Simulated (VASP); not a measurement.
# PbSe (Fmm2) in VASP: single point with PBE

Aim: the single point of PbSe with PBE.

Everything below comes from runs of VASP 6.6.1. Logs are shortened: lines on timing, memory, paths and dates and some standing lists are left out, and cuts for length are marked.

## (1) The cell of the first run

It takes space group Fmm2 (No. 42, orthorhombic). Conventional cell: a = 6.236 Å, b = 24.002 Å, c = 6.251 Å, α = 90.00°, β = 90.00°, γ = 90.00°. Within 3.7 Å of Pb (site symmetry m) lie 5 Se at 2.83 to 3.21 Å. Se (site symmetry m) has 5 Pb at 2.83 to 3.21 Å within 3.7 Å.

## (2) Single point, PBE

Input file INCAR:

```
  ALGO = Normal
  EDIFF = 1E-6
  ENCUT = 520
  GGA = PE
  ISIF = 2
  ISMEAR = 0
  LASPH = True
  LCHARG = False
  LREAL = False
  LWAVE = False
  NBANDS = 28
  NELM = 60
  PREC = Accurate
  SIGMA = 0.05
```

Input file KPOINTS:

```
k-points
0
Gamma
  8 8 8
```

Input file POSCAR:

```
PbSe
1.0
    0.0000000000     12.0007990000      3.1254420000
    3.1181510000      0.0000000000      3.1254420000
    3.1181510000     12.0007990000      0.0000000000
Pb Se
2 2
Direct
    0.1907300000      0.8052670000      0.1947330000
    0.8052670000      0.1907300000      0.8092700000
    0.6744230000      0.2955810000      0.7044190000
    0.2955810000      0.6744230000      0.3255770000
```

Potentials or basis: VASP PAW PBE potentials, release 64 (Pb_d, Se).

Started as:

```sh
> cat potpaw_PBE.64/Pb_d/POTCAR potpaw_PBE.64/Se/POTCAR > POTCAR
> mpirun -np 1 vasp_std > vasp.out
```

OUTCAR:

```text
EDIFF = 1E-6
   ENCUT = 520
   GGA = PE
   ISIF = 2
   ISMEAR = 0
   LASPH = True
   LREAL = False
   NELM = 60
   PREC = Accurate

 ion  position               nearest neighbor table
   1  0.191  0.805  0.195-   4 2.83   3 3.05   3 3.12   3 3.12   3 3.21
   2  0.805  0.191  0.809-   3 2.83   4 3.05   4 3.12   4 3.12   4 3.21
   3  0.674  0.296  0.704-   2 2.83   1 3.05   1 3.12   1 3.12   1 3.21
   4  0.296  0.674  0.326-   1 2.83   2 3.05   2 3.12   2 3.12   2 3.21

  LATTYP: Found a face centered orthorhombic cell.
 ALAT       =     6.2363020000
 B/A-ratio  =     1.0023382447
 C/A-ratio  =     3.8486907786

  Lattice vectors:

 A1 = (   0.0000000000,  12.0007990000,   3.1254420000)
 A2 = (  -3.1181510000,  12.0007990000,   0.0000000000)
 A3 = (  -3.1181510000,   0.0000000000,   3.1254420000)

Analysis of symmetry for initial positions (statically):
=====================================================================
 Subroutine PRICEL returns:
 Original cell was already a primitive cell.

 Routine SETGRP: Setting up the symmetry group for a
 face centered orthorhombic supercell.

 Subroutine GETGRP returns: Found  4 space group operations
 (whereof  4 operations were pure point group operations)
 out of a pool of  8 trial point group operations.

The static configuration has the point symmetry C_2v.

Analysis of symmetry for dynamics (positions and initial velocities):
=====================================================================
 Subroutine PRICEL returns:
 Original cell was already a primitive cell.

 Routine SETGRP: Setting up the symmetry group for a
 face centered orthorhombic supercell.

 Subroutine GETGRP returns: Found  4 space group operations
 (whereof  4 operations were pure point group operations)
 out of a pool of  8 trial point group operations.

The dynamic configuration has the point symmetry C_2v.

 Subroutine INISYM returns: Found  4 space group operations
 (whereof  4 operations are pure point group operations),
 and found     1 'primitive' translations

----------------------------------------------------------------------------------------

                                     Primitive cell

  volume of cell :     233.9100

  direct lattice vectors                    reciprocal lattice vectors
     0.000000000 12.000799000  3.125442000    -0.160351439  0.041663893  0.159977373
[... 90 lines left out ...]
   EDIFF  = 0.1E-05   stopping-criterion for ELM
   LREAL  =      F    real-space projection
   EDIFFG = 0.1E-04   stopping-criterion for IOM
   NSW    =      0    number of steps for IOM
   IBRION =     -1    ionic relax: 0-MD 1-quasi-New 2-CG
   NFREE  =      0    steps in history (QN), initial steepest desc. (CG)
   ISIF   =      2    stress and relaxation
   ISYM   =      2    0-nonsym 1-usesym 2-fastsym
   POTIM  = 0.5000    time-step for ionic-motion
   TEBEG  =    0.0;   TEEND  =   0.0 temperature during run
   PSTRESS=    0.0 pullay stress
   NELECT =      40.0000    total number of electrons
   NUPDOWN=      -1.0000    fix difference up-down
   EMIN   =  10.00;   EMAX   =-10.00  energy-range for DOS
   EFERMI =   0.00;   METHOD = LEGACY
   ISMEAR =     0;   SIGMA  =   0.05  broadening in eV -4-tet -1-fermi 0-gaus
   EFERMI_NEDOS =   21; number of points for ismear=-14 and -15
   IALGO  =     38    algorithm
   IMIX   =      4    mixing-type and parameters
     AMIX     =   0.40;   BMIX     =  1.00
     AMIX_MAG =   1.60;   BMIX_MAG =  1.00
  volume/ion in A,a.u.               =      58.48       394.63
  Fermi-wavevector in a.u.,A,eV,Ry     =   0.908682  1.717160 11.234370  0.825703
  Thomas-Fermi vector in A             =   2.032637
   LORBIT       =      0    0 simple, 1 ext, 2 COOP (PROOUT), +10 PAW based schemes
   GGA     = PE    functional components
   LHFCALC =     F    Hartree Fock is set to
   AEXX    =    0.0000 exact exchange contribution
   IVDW    =     0    specifies the selected vdW correction
   LEPSILON=     F    determine dielectric tensor
   LRPA    =     F    only Hartree local field effects (RPA)
 non-spin polarized calculation
 Gauss-broadening in eV      SIGMA  =   0.05
  energy-cutoff  :      520.00
  volume of cell :      233.91
 maximum number of plane-waves:      6336
 NGX is ok and might be reduce to    96
   NGX = 45   NGY = 17   NGZ = 45

 number of electron      40.0000002 magnetization

 Free energy of the ion-electron system (eV)
  ---------------------------------------------------
  ext. energy  EPLUGINS =         0.00000000
  ---------------------------------------------------
  free energy    TOTEN  =       -16.10255060 eV

  energy without entropy =      -16.10255060  energy(sigma->0) =      -16.10255060

 E-fermi :   0.0629     XC(G=0):  -5.5778

 val. band max:       -0.1572434746   @ k =  -0.3750   0.0000   0.2500
 cond. band min:       1.3938888007   @ k =  -0.2500   0.0000   0.2500
 fundamental gap:      1.5511322753
 Fermi energy:         0.0629242148

 k-point     1 :       0.0000    0.0000    0.0000
  band No.  band energies     occupation
      1     -16.6127      2.00000
      2     -16.5276      2.00000
      3     -16.5142      2.00000
      4     -16.5114      2.00000
      5     -16.5089      2.00000
      6     -16.5064      2.00000
[... 733 lines left out ...]
     27       4.6422      0.00000
     28       6.0709      0.00000

 [... further k-points ...]

------------------------ aborting loop because EDIFF is reached ----------------------------------------

  FORCE on cell =-STRESS in cart. coord.  units (eV):
  Direction    XX          YY          ZZ          XY          YZ          ZX
  --------------------------------------------------------------------------------------
  -------------------------------------------------------------------------------------
  Total       -0.0385758     -0.0183701     -0.0618342      0.0000000      0.0000000      0.0000000
  in kB       -0.2642270     -0.1258267     -0.4235361      0.0000000      0.0000000      0.0000000
  external PRESSURE =      -0.2711966 kB  Pullay stress =       0.0000000 kB

 VOLUME and BASIS-vectors are now :
 -----------------------------------------------------------------------------
  energy-cutoff  :      520.00
  volume of cell :      233.91
      direct lattice vectors                 reciprocal lattice vectors
     0.000000000 12.000799000  3.125442000    -0.160351439  0.041663893  0.159977373
     3.118151000  0.000000000  3.125442000     0.160351439 -0.041663893  0.159977373
     3.118151000 12.000799000  0.000000000     0.160351439  0.041663893 -0.159977373

 POSITION                                       TOTAL-FORCE (eV/Angst)
 -----------------------------------------------------------------------------------
      3.11815      4.62586      3.11293         0.000000     -0.013989     -0.020761
      3.11815     19.37573      3.11293         0.000000      0.013989     -0.020761
      3.11815     16.54721      3.03169         0.000000      0.009690      0.020761
      3.11815      7.45439      3.03169         0.000000     -0.009690      0.020761
 -----------------------------------------------------------------------------------
    total drift:                               -0.000023     -0.000009      0.000114

  FREE ENERGIE OF THE ION-ELECTRON SYSTEM (eV)
  ---------------------------------------------------
  free  energy   TOTEN  =       -16.1025506007 eV

  energy  without entropy=      -16.1025506007  energy(sigma->0) =      -16.10255060
```

OSZICAR:

```text
N       E                     dE             d eps       ncg     rms          rms(c)
DAV:   1     0.393343442110E+03    0.39334E+03   -0.17281E+04  5360   0.125E+03
DAV:   2     0.289342033113E+02   -0.36441E+03   -0.35500E+03  5868   0.337E+02
DAV:   3    -0.149126564534E+02   -0.43847E+02   -0.43233E+02  6896   0.142E+02
DAV:   4    -0.168266245720E+02   -0.19140E+01   -0.19078E+01  6136   0.378E+01
DAV:   5    -0.168996650435E+02   -0.73040E-01   -0.73026E-01  7128   0.719E+00    0.409E+00
DAV:   6    -0.161408671266E+02    0.75880E+00   -0.17318E+00  7400   0.731E+00    0.221E+00
DAV:   7    -0.161169590858E+02    0.23908E-01   -0.38481E-01  5852   0.241E+00    0.127E+00
DAV:   8    -0.161066053485E+02    0.10354E-01   -0.54885E-02  6916   0.184E+00    0.296E-01
DAV:   9    -0.161030216963E+02    0.35837E-02   -0.10312E-02  7148   0.783E-01    0.126E-01
DAV:  10    -0.161005040367E+02    0.25177E-02   -0.30438E-03  6144   0.218E-01    0.497E-02
DAV:  11    -0.161005875067E+02   -0.83470E-04   -0.15591E-03  5736   0.137E-01    0.506E-02
DAV:  12    -0.161021262643E+02   -0.15388E-02   -0.47111E-04  5540   0.949E-02    0.286E-02
DAV:  13    -0.161024046047E+02   -0.27834E-03   -0.11336E-04  6176   0.650E-02    0.118E-02
DAV:  14    -0.161025386001E+02   -0.13400E-03   -0.29011E-05  5832   0.358E-02    0.967E-03
DAV:  15    -0.161025442481E+02   -0.56480E-05   -0.24877E-06  5996   0.735E-03    0.224E-03
DAV:  16    -0.161025502824E+02   -0.60342E-05   -0.12187E-06  4640   0.429E-03    0.595E-04
DAV:  17    -0.161025506007E+02   -0.31839E-06   -0.10396E-07  4944   0.207E-03
   1 F= -.16102551E+02 E0= -.16102551E+02  d E =-.648979E-11
```

stdout:

```text
POSCAR found type information on POSCAR PbSe
 POSCAR found :  2 types and       4 ions
 scaLAPACK will be used
 LDA part: xc-table for (Slater+PW92), standard interpolation
 POSCAR, INCAR and KPOINTS ok, starting setup
 FFT: planning ... GRIDC
 FFT: planning ... GRID_SOFT
 FFT: planning ... GRID
 WAVECAR not read
 entering main loop
```

Run time: 51 min. Hardware: 1 thread of Intel Xeon 8259CL, shared host; peak memory 1 GiB.

What came out:

```yaml
Free_energy: -16.1026 eV
Pressure: 0.0 GPa
Largest_force: 0.025 eV/Å
Band_gap_on_the_k_mesh: 1.55 eV (least direct gap 1.60 eV)
```

Forces in eV/Å, atoms in the order of the input:
```
Pb   0.000 -0.014 -0.021
Pb   0.000  0.014 -0.021
Se   0.000  0.010  0.021
Se   0.000 -0.010  0.021
```

Levels at points of the mesh, in eV from the valence-band top:
```csv
k point,band 16,band 17,band 18,band 19,band 20,band 21,band 22,band 23,band 24,band 25
"(0.00, 0.00, 0.00)",-2.35,-2.34,-1.35,-1.34,-0.49,2.14,3.87,4.51,4.84,4.87
"(0.50, 0.00, 0.00)",-1.75,-0.93,-0.93,-0.13,-0.13,1.55,1.55,2.48,2.48,3.01
"(0.50, 0.50, 0.00)",-3.92,-2.69,-2.69,-1.39,-1.37,3.62,3.66,5.08,5.09,5.45
"(0.50, 0.00, 0.50)",-2.35,-2.34,-1.35,-1.34,-0.50,2.03,4.51,4.65,4.80,4.87
"(0.00, 0.50, 0.50)",-3.92,-2.69,-2.69,-1.39,-1.37,3.64,3.64,5.07,5.11,5.43
```

Caveat: spin-orbit coupling is left out, which moves the levels of the heavy elements. A k mesh can miss the band edges.
